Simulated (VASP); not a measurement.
Write the native input for VASP 6.6.1 that does the following.

| Property | Result |
| --- | --- |
| Task | single point |
| Functional | PBEsol |
| Potentials or basis | VASP PAW PBE potentials, release 64 (Sn_d, Se) |
| Cutoff | 520 eV |
| k mesh | 6 × 6 × 3 |
| Occupations | fermi-dirac, width 0.05 eV |
| Spin | no spin polarisation |
| Dipole correction | no |
| Further INCAR settings | ALGO = Normal; EDIFF = 1e-07; NBANDS = 28 |

The structure of SnSe lies in POSCAR:

```
SnSe
1.0
    4.3137078980      0.0000000000      0.0000000000
    0.0000000000      4.3137078980      0.0000000000
    0.0000000000      0.0000000000     11.0634802918
Sn Se
2 2
Direct
    0.0000000000      0.5000000000      0.6277708900
    0.5000000000      0.0000000000      0.3722291100
    0.0000000000      0.5000000000      0.3839605100
    0.5000000000      0.0000000000      0.6160394900
```

One way to write it, as run:

INCAR

```
ALGO = Normal
EDIFF = 1E-7
ENCUT = 520
GGA = PS
ISIF = 2
ISMEAR = -1
LASPH = T
LCHARG = F
LREAL = F
LWAVE = F
NBANDS = 28
NELM = 60
PREC = Accurate
SIGMA = 0.05
```

KPOINTS

```
k-points
0
Gamma
  6 6 3
```

Potentials or basis: VASP PAW PBE potentials, release 64 (Sn_d, Se).

Launch:

```console
$ cat potpaw_PBE.64/Sn_d/POTCAR potpaw_PBE.64/Se/POTCAR > POTCAR
$ mpirun -np 1 vasp_std > vasp.out
```

Results of the run:

```yaml
Largest_force: 0.224 eV/Å
Band_gap_on_the_k_mesh: 1.49 eV, direct
```

Caveat: the PAW data sets were made with another functional, which shifts forces and pressure a little; spin-orbit coupling is left out, which moves the levels of the heavy elements.

Run time: 58 s on 1 thread of Intel(R) Xeon(R) 6975P-C (Granite Rapids), on a shared host, peak memory 0.31 GiB.
